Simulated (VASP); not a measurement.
Input of a VASP 6.6.1 run:

Contents of POSCAR:

```
HgTe
1.0
   -2.9317835519      2.9317835519      1.6279249360
    2.9317835519     -2.9317835519      1.6279249360
    2.9317835519      2.9317835519     -1.6279249360
Hg Te
1 1
Direct
    0.7500000000      0.2500000000      0.5000000000
    0.0000000000      0.0000000000      0.0000000000
```

The input INCAR.step1:

```
SYSTEM = HgTe
PREC = Accurate
ENCUT = 520
ISMEAR = -1
SIGMA = 0.05
LREAL = .FALSE.
LASPH = .TRUE.
NELM = 100
NBANDS = 16
GGA = PE
ALGO = Normal
EDIFF = 1E-4
LWAVE = .TRUE.
LCHARG = .FALSE.
```

File INCAR.step2:

```
SYSTEM = HgTe
PREC = Accurate
ENCUT = 520
EDIFF = 1E-6
ISMEAR = -1
SIGMA = 0.05
LREAL = .FALSE.
LASPH = .TRUE.
NELM = 100
ALGO = Normal
ISIF = 2
LWAVE = .FALSE.
LCHARG = .FALSE.
METAGGA = R2SCAN
LMIXTAU = .TRUE.
NBANDS = 16
ISTART = 1
```

File KPOINTS:

```
Automatic mesh
0
G
  10 10 10
  0 0 0
```

Potentials or basis: VASP PAW PBE potentials, release 64 (Hg, Te).

Command:

```bash
$ cat potpaw_PBE.64/Hg/POTCAR potpaw_PBE.64/Te/POTCAR > POTCAR
$ cp INCAR.step1 INCAR
$ mpirun -np 1 vasp_std > vasp.out
$ cp INCAR.step2 INCAR
$ mpirun -np 1 vasp_std > vasp.out
```

Question: Predict the band gap on the k mesh.

Answer: Zero (bands 9 and 10 overlap by 4.07 eV).

Question: What does it give for the pressure?

Answer: 0.1 GPa.

Caveat: the PAW data sets were made with another functional, which shifts forces and pressure a little; spin-orbit coupling is left out, which moves the levels of the heavy elements.
